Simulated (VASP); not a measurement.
Here is a VASP 6.6.1 calculation.

Contents of INCAR:

```
PREC = Accurate
ENCUT = 520
EDIFF = 1E-6
ISMEAR = 1
SIGMA = 0.1
LREAL = Auto
LASPH = True
NELM = 80
ALGO = Normal
ISIF = 2
LWAVE = False
LCHARG = True
GGA = PE
LELF = True
LVHAR = True
NBANDS = 118
```

KPOINTS

```
regular mesh
0
Gamma
  3 3 3
```

Contents of POSCAR:

```
Nb
1.0
    6.6171497896      0.0000000000      0.0000000000
    0.0000000000      6.6171497896      0.0000000000
    0.0000000000      0.0000000000      6.6171497896
Nb
16
Direct
    0.0000000000      0.0000000000      0.0000000000
    0.2500000000      0.2500000000      0.2500000000
    0.0000000000      0.0000000000      0.5000000000
    0.2500000000      0.2500000000      0.7500000000
    0.0000000000      0.5000000000      0.0000000000
    0.2500000000      0.7500000000      0.2500000000
    0.0000000000      0.5000000000      0.5000000000
    0.2500000000      0.7500000000      0.7500000000
    0.5000000000      0.0000000000      0.0000000000
    0.7500000000      0.2500000000      0.2500000000
    0.5000000000      0.0000000000      0.5000000000
    0.7500000000      0.2500000000      0.7500000000
    0.5000000000      0.5000000000      0.0000000000
    0.7500000000      0.7500000000      0.2500000000
    0.5000000000      0.5000000000      0.5000000000
    0.7500000000      0.7500000000      0.7500000000
```

Potentials or basis: VASP PAW PBE potentials, release 64 (Nb_sv).

Run with:

```sh
$ cat potpaw_PBE.64/Nb_sv/POTCAR > POTCAR
$ mpirun -np 1 vasp_std > vasp.out
```

Q: What does it give for the pressure?

A: -1.5 GPa.

Q: Estimate the band gap on the k mesh.

A: Zero (bands 104 and 105 overlap by 1.40 eV).
